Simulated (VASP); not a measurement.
# LiSi16 (a cell with a defect) in VASP: further runs

LiSi16 (a cell with a defect) is run at these levels: PBEsol; tasks: single point.

Everything below comes from runs of VASP 6.6.1. Logs are shortened: lines on timing, memory, paths and dates and some standing lists are left out, and cuts for length are marked.

**1. The cell of the first run**

The cell holds a defect, 17 atoms: a = 7.675 Å, b = 7.675 Å, c = 7.675 Å, α = 60.00°, β = 60.00°, γ = 60.00°.

**2. Single point, PBEsol**

The input, INCAR:

```
ALGO = Normal
EDIFF = 1E-7
ENCUT = 520
GGA = PS
ISIF = 2
ISMEAR = 0
LASPH = T
LCHARG = F
LREAL = Auto
LWAVE = F
NBANDS = 48
NELECT = 66.0
NELM = 80
PREC = Accurate
SIGMA = 0.05
```

The input, KPOINTS:

```
k-points
0
Gamma
  2 2 2
```

The input, POSCAR:

```
LiSi16
1.0
    0.0000000000      5.4271200000      5.4271200000
    5.4271200000      0.0000000000      5.4271200000
    5.4271200000      5.4271200000      0.0000000000
Si Li
16 1
Direct
    0.3728917916      0.3727095587      0.3817276014
    0.2482611403      0.2481089418      0.2518777915
    0.3729861326      0.3727970821      0.8728140340
    0.2508983586      0.2497410229      0.7498344426
    0.3773988782      0.8742100783      0.3742342163
    0.2482300926      0.7518377150      0.2518754883
    0.3729207204      0.8816290224      0.8727526755
    0.2482748677      0.7518402947      0.7481326191
    0.8743862306      0.3775459175      0.3740705936
    0.7523081303      0.2479041370      0.2519040486
    0.8828504805      0.3723894994      0.8724033189
    0.7523131974      0.2479460561      0.7479556376
    0.8743590523      0.8740225939      0.3740450736
    0.7499054747      0.7500272704      0.2500173204
    0.8743985760      0.8740589852      0.8775341249
    0.7523094201      0.7518679336      0.7479262482
    0.5024557224      0.4992742928     -0.0004988834
```

Potentials or basis: VASP PAW PBE potentials, release 64 (Si, Li_sv).

Command:

```console
> cat potpaw_PBE.64/Si/POTCAR potpaw_PBE.64/Li_sv/POTCAR > POTCAR
> mpirun -np 1 vasp_std > vasp.out
```

OUTCAR:

```text
EDIFF = 1E-7
   ENCUT = 520
   GGA = PS
   ISIF = 2
   ISMEAR = 0
   LASPH = T
   LREAL = Auto
   NELECT = 66.0
   NELM = 80
   PREC = Accurate

 ion  position               nearest neighbor table
   1  0.373  0.373  0.382-   4 2.31   2 2.38   6 2.38  10 2.38  17 2.40
   2  0.248  0.248  0.252-   9 2.34   5 2.34   3 2.38   1 2.38  17 2.74
   3  0.373  0.373  0.873-   4 2.31   8 2.38   2 2.38  12 2.38  17 2.40
   4  0.251  0.250  0.750-  11 2.31   1 2.31   7 2.31   3 2.31
   5  0.377  0.874  0.374-  14 2.33   8 2.34   2 2.34   6 2.34
   6  0.248  0.752  0.252-  13 2.34   5 2.34   7 2.38   1 2.38  17 2.74
   7  0.373  0.882  0.873-   4 2.31   8 2.38   6 2.38  16 2.38  17 2.40
   8  0.248  0.752  0.748-  15 2.34   5 2.34   3 2.38   7 2.38  17 2.74
   9  0.874  0.378  0.374-  14 2.33   2 2.34  12 2.34  10 2.34
  10  0.752  0.248  0.252-  13 2.34   9 2.34   1 2.38  11 2.38  17 2.73
  11  0.883  0.372  0.872-   4 2.31  12 2.38  16 2.38  10 2.38  17 2.38
  12  0.752  0.248  0.748-   9 2.34  15 2.34   3 2.38  11 2.38  17 2.73
  13  0.874  0.874  0.374-  14 2.33   6 2.34  16 2.34  10 2.34
  14  0.750  0.750  0.250-  13 2.33   9 2.33  15 2.33   5 2.33
  15  0.874  0.874  0.878-  14 2.33   8 2.34  12 2.34  16 2.34
  16  0.752  0.752  0.748-  13 2.34  15 2.34   7 2.38  11 2.38  17 2.73
  17  0.502  0.499  1.000-  11 2.38   1 2.40   7 2.40   3 2.40  10 2.73  16 2.73  12 2.73   6 2.74
                             2 2.74   8 2.74

  LATTYP: Found a face centered cubic cell.
 ALAT       =    10.8542400000

  Lattice vectors:

 A1 = (   0.0000000000,   5.4271200000,   5.4271200000)
 A2 = (   5.4271200000,   0.0000000000,   5.4271200000)
 A3 = (   5.4271200000,   5.4271200000,   0.0000000000)

Analysis of symmetry for initial positions (statically):
=====================================================================
 Subroutine PRICEL returns:
 Original cell was already a primitive cell.

 Routine SETGRP: Setting up the symmetry group for a
 face centered cubic supercell.

 Subroutine GETGRP returns: Found  1 space group operations
 (whereof  1 operations were pure point group operations)
 out of a pool of 48 trial point group operations.

The static configuration has the point symmetry C_1 .

Analysis of symmetry for dynamics (positions and initial velocities):
=====================================================================
 Subroutine PRICEL returns:
 Original cell was already a primitive cell.

 Routine SETGRP: Setting up the symmetry group for a
 face centered cubic supercell.

 Subroutine GETGRP returns: Found  1 space group operations
 (whereof  1 operations were pure point group operations)
 out of a pool of 48 trial point group operations.

The dynamic configuration has the point symmetry C_1 .

 Subroutine INISYM returns: Found  1 space group operations
 (whereof  1 operations are pure point group operations),
 and found     1 'primitive' translations

----------------------------------------------------------------------------------------

                                     Primitive cell

  volume of cell :     319.6968

  direct lattice vectors                    reciprocal lattice vectors
     0.000000000  5.427120000  5.427120000    -0.092129896  0.092129896  0.092129896
     5.427120000  0.000000000  5.427120000     0.092129896 -0.092129896  0.092129896
     5.427120000  5.427120000  0.000000000     0.092129896  0.092129896 -0.092129896

  length of vectors
     7.675106709  7.675106709  7.675106709     0.159573660  0.159573660  0.159573660

  position of ions in fractional coordinates (direct lattice)
     0.372891792  0.372709559  0.381727601
     0.248261140  0.248108942  0.251877792
     0.372986133  0.372797082  0.872814034
     0.250898359  0.249741023  0.749834443
     0.377398878  0.874210078  0.374234216
     0.248230093  0.751837715  0.251875488
[... 9 lines left out ...]
     0.752309420  0.751867934  0.747926248
     0.502455722  0.499274293  0.999501117

  ion indices of the primitive-cell ions
   primitive index   ion index
                 1           1
                 2           2
                 3           3
                 4           4
                 5           5
                 6           6
[... 9 lines left out ...]
                16          16
                17          17

----------------------------------------------------------------------------------------

 KPOINTS: k-points

Automatic generation of k-mesh.
 Grid dimensions read from file:
 generate k-points for:    2    2    2

 Generating k-lattice:

  Cartesian coordinates                     Fractional coordinates (reciprocal lattice)
    -0.046064948  0.046064948  0.046064948     0.500000000  0.000000000  0.000000000
     0.046064948 -0.046064948  0.046064948     0.000000000  0.500000000  0.000000000
     0.046064948  0.046064948 -0.046064948     0.000000000  0.000000000  0.500000000

  Length of vectors
     0.079786830  0.079786830  0.079786830

  Shift w.r.t. Gamma in fractional coordinates (k-lattice)
     0.000000000  0.000000000  0.000000000

 Subroutine IBZKPT returns following result:
 ===========================================

 Found      8 irreducible k-points:

 Following reciprocal coordinates:
            Coordinates               Weight
  0.000000  0.000000  0.000000      1.000000
  0.500000  0.000000  0.000000      1.000000
  0.000000  0.500000  0.000000      1.000000
  0.000000  0.000000  0.500000      1.000000
  0.500000  0.500000  0.500000      1.000000
  0.500000  0.500000  0.000000      1.000000
  0.000000  0.500000  0.500000      1.000000
  0.500000  0.000000  0.500000      1.000000
   k-points           NKPTS =      8   k-points in BZ     NKDIM =      8   number of bands    NBANDS=     48
   number of dos      NEDOS =    301   number of ions     NIONS =     17
   total plane-waves  NPLWV = 216000
   dimension x,y,z NGX =    60 NGY =   60 NGZ =   60
   dimension x,y,z NGXF=   120 NGYF=  120 NGZF=  120
   ions per type =              16   1
   NGX,Y,Z   is equivalent  to a cutoff of  13.00, 13.00, 13.00 a.u.
   NGXF,Y,Z  is equivalent  to a cutoff of  25.99, 25.99, 25.99 a.u.
 SYSTEM =  unknown system
   PREC   = accura    normal or accurate (medium, high low for compatibility)
   ISTART =      0    job   : 0-new  1-cont  2-samecut
   ICHARG =      2    charge: 1-file 2-atom 10-const
   ISPIN  =      1    spin polarized calculation?
   LNONCOLLINEAR =      F non collinear calculations
   LSORBIT =      F    spin-orbit coupling
   LASPH  =      T    aspherical Exc in radial PAW
   ENCUT  =  520.0 eV  38.22 Ry    6.18 a.u.  14.27 14.27 14.27*2*pi/ulx,y,z
   NELM   =     80;   NELMIN=  2; NELMDL= -5     # of ELM steps
   EDIFF  = 0.1E-06   stopping-criterion for ELM
   LREAL  =      T    real-space projection
   EDIFFG = 0.1E-05   stopping-criterion for IOM
   NSW    =      0    number of steps for IOM
   IBRION =     -1    ionic relax: 0-MD 1-quasi-New 2-CG
   NFREE  =      0    steps in history (QN), initial steepest desc. (CG)
   ISIF   =      2    stress and relaxation
   ISYM   =      2    0-nonsym 1-usesym 2-fastsym
   POTIM  = 0.5000    time-step for ionic-motion
   TEBEG  =    0.0;   TEEND  =   0.0 temperature during run
   PSTRESS=    0.0 pullay stress
   NELECT =      66.0000    total number of electrons
   NUPDOWN=      -1.0000    fix difference up-down
   EMIN   =  10.00;   EMAX   =-10.00  energy-range for DOS
   EFERMI =   0.00;   METHOD = LEGACY
   ISMEAR =     0;   SIGMA  =   0.05  broadening in eV -4-tet -1-fermi 0-gaus
   EFERMI_NEDOS =   21; number of points for ismear=-14 and -15
   IALGO  =     38    algorithm
   IMIX   =      4    mixing-type and parameters
     AMIX     =   0.40;   BMIX     =  1.00
     AMIX_MAG =   1.60;   BMIX_MAG =  1.00
  volume/ion in A,a.u.               =      18.81       126.91
  Fermi-wavevector in a.u.,A,eV,Ry     =   0.967557  1.828418 12.737329  0.936167
  Thomas-Fermi vector in A             =   2.097453
   LORBIT       =      0    0 simple, 1 ext, 2 COOP (PROOUT), +10 PAW based schemes
   GGA     = PS    functional components
   LHFCALC =     F    Hartree Fock is set to
   AEXX    =    0.0000 exact exchange contribution
   IVDW    =     0    specifies the selected vdW correction
   LEPSILON=     F    determine dielectric tensor
   LRPA    =     F    only Hartree local field effects (RPA)
 non-spin polarized calculation
 Gauss-broadening in eV      SIGMA  =   0.05
  energy-cutoff  :      520.00
  volume of cell :      319.70
 maximum number of plane-waves:      8646
 NGX is ok and might be reduce to    60
   NGX = 29   NGY = 29   NGZ = 29

 number of electron      65.9999999 magnetization

 Free energy of the ion-electron system (eV)
  ---------------------------------------------------
  ext. energy  EPLUGINS =         0.00000000
  ---------------------------------------------------
  free energy    TOTEN  =       -98.76664280 eV

  energy without entropy =      -98.76664280  energy(sigma->0) =      -98.76664280

 E-fermi :   6.3089     XC(G=0):  -9.5916

 val. band max:        6.0238817545   @ k =   0.0000   0.0000   0.0000
 cond. band min:       6.5360131075   @ k =   0.0000   0.0000   0.0000
 fundamental gap:      0.5121313530
 Fermi energy:         6.3089431577

 k-point     1 :       0.0000    0.0000    0.0000
  band No.  band energies     occupation
      1     -39.7338      2.00000
      2      -5.9855      2.00000
      3      -3.7126      2.00000
      4      -3.6519      2.00000
      5      -3.6519      2.00000
      6      -3.6519      2.00000
[... 37 lines left out ...]
     44       8.2735      0.00000
     45       8.2802      0.00000

 k-point     2 :       0.5000    0.0000    0.0000
  band No.  band energies     occupation
      1     -39.7338      2.00000
      2      -5.2549      2.00000
      3      -5.1259      2.00000
      4      -3.3964      2.00000
      5      -3.3571      2.00000
      6      -3.3570      2.00000
[... 37 lines left out ...]
     44       9.5512      0.00000
     45       9.5516      0.00000

 k-point     3 :       0.0000    0.5000    0.0000
  band No.  band energies     occupation
      1     -39.7338      2.00000
      2      -5.2530      2.00000
      3      -5.1276      2.00000
      4      -3.3967      2.00000
      5      -3.3575      2.00000
      6      -3.3570      2.00000
[... 37 lines left out ...]
     44       9.5504      0.00000
     45       9.5523      0.00000

 k-point     4 :       0.0000    0.0000    0.5000
  band No.  band energies     occupation
      1     -39.7338      2.00000
      2      -5.2531      2.00000
      3      -5.1275      2.00000
      4      -3.3967      2.00000
      5      -3.3575      2.00000
      6      -3.3570      2.00000
[... 37 lines left out ...]
     44       9.5504      0.00000
     45       9.5523      0.00000

 k-point     5 :       0.5000    0.5000    0.5000
  band No.  band energies     occupation
      1     -39.7338      2.00000
      2      -5.2526      2.00000
      3      -5.1279      2.00000
      4      -3.3968      2.00000
      5      -3.3575      2.00000
      6      -3.3571      2.00000
[... 37 lines left out ...]
     44       9.5505      0.00000
     45       9.5521      0.00000

 k-point     6 :       0.5000    0.5000    0.0000
  band No.  band energies     occupation
      1     -39.7338      2.00000
      2      -4.9641      2.00000
      3      -4.8706      2.00000
      4      -3.9778      2.00000
      5      -3.9454      2.00000
      6      -3.9453      2.00000
[... 37 lines left out ...]
     44      10.2152      0.00000
     45      10.2992      0.00000

 k-point     7 :       0.0000    0.5000    0.5000
  band No.  band energies     occupation
      1     -39.7338      2.00000
      2      -4.9641      2.00000
      3      -4.8706      2.00000
      4      -3.9778      2.00000
      5      -3.9454      2.00000
      6      -3.9453      2.00000
[... 37 lines left out ...]
     44      10.2152      0.00000
     45      10.2993      0.00000

 k-point     8 :       0.5000    0.0000    0.5000
  band No.  band energies     occupation
      1     -39.7338      2.00000
      2      -4.9641      2.00000
      3      -4.8706      2.00000
      4      -3.9778      2.00000
      5      -3.9454      2.00000
      6      -3.9453      2.00000
[... 37 lines left out ...]
     44      10.2152      0.00000
     45      10.2992      0.00000
 [bands above 45 left out]

------------------------ aborting loop because EDIFF is reached ----------------------------------------

  FORCE on cell =-STRESS in cart. coord.  units (eV):
  Direction    XX          YY          ZZ          XY          YZ          ZX
  --------------------------------------------------------------------------------------
  -------------------------------------------------------------------------------------
  Total       -4.2188742     -4.2199236     -4.2201638     -0.0195842      0.0154379     -0.0220677
  in kB      -21.1431111    -21.1483702    -21.1495739     -0.0981474      0.0773677     -0.1105933
  external PRESSURE =     -21.1470184 kB  Pullay stress =       0.0000000 kB

 VOLUME and BASIS-vectors are now :
 -----------------------------------------------------------------------------
  energy-cutoff  :      520.00
  volume of cell :      319.70
      direct lattice vectors                 reciprocal lattice vectors
     0.000000000  5.427120000  5.427120000    -0.092129896  0.092129896  0.092129896
     5.427120000  0.000000000  5.427120000     0.092129896 -0.092129896  0.092129896
     5.427120000  5.427120000  0.000000000     0.092129896  0.092129896 -0.092129896

 POSITION                                       TOTAL-FORCE (eV/Angst)
 -----------------------------------------------------------------------------------
      4.09442      4.09541      4.04647         0.000026      0.012222      0.001945
      2.71349      2.71431      2.69386         0.001134      0.000579     -0.002242
      6.76008      6.76111      4.04746        -0.012292      0.000765     -0.000269
      5.42482      5.43110      2.71703         0.001795     -0.003079     -0.002792
      6.77546      4.07920      6.79263         0.004581     -0.005148     -0.004831
      5.44727      2.71413      5.42749         0.001160      0.000077     -0.000550
[... 9 lines left out ...]
      8.13956      8.14196      8.16335        -0.004179      0.004268     -0.002717
      8.13403      8.15130      5.43651         0.017422     -0.024717     -0.022043
 -----------------------------------------------------------------------------------
    total drift:                               -0.000931     -0.001743     -0.001173

  FREE ENERGIE OF THE ION-ELECTRON SYSTEM (eV)
  ---------------------------------------------------
  free  energy   TOTEN  =       -98.7666427994 eV

  energy  without entropy=      -98.7666427993  energy(sigma->0) =      -98.76664280
```

It took 3.8 min on 1 thread of Intel Xeon 8259CL, shared host; peak memory 0.45 GiB.

What came out:

```yaml
Free_energy: -98.7666 eV
Largest_force: 0.037 eV/Å
```

Forces in eV/Å, atoms in the order of the input:
```
Si   0.000  0.012  0.002
Si   0.001  0.001 -0.002
Si  -0.012  0.001  0.000
Si   0.002 -0.003 -0.003
Si   0.005 -0.005 -0.005
Si   0.001  0.000 -0.001
Si   0.001  0.002  0.012
Si   0.001 -0.003  0.000
Si  -0.007  0.006 -0.010
Si  -0.004 -0.003  0.004
Si  -0.007  0.010  0.009
Si   0.002  0.005  0.005
Si   0.010  0.007  0.007
Si  -0.001  0.001  0.001
Si  -0.006 -0.010  0.006
Si  -0.004  0.004 -0.003
Li   0.017 -0.025 -0.022
```

Caveat: the k points lie up to 0.50 Å⁻¹ apart; the cell carries a net charge on a neutralising background, which shifts energy and pressure; the cell is charged against a uniform background, so pressure and absolute levels hang on convention; the cutoff is under 1.25 times the usual one of these potentials, so pressure, stress and relaxed cells hold a basis-set (Pulay) error; the PAW data sets were made with another functional, which shifts forces and pressure a little.

[end of part 1 of 2]
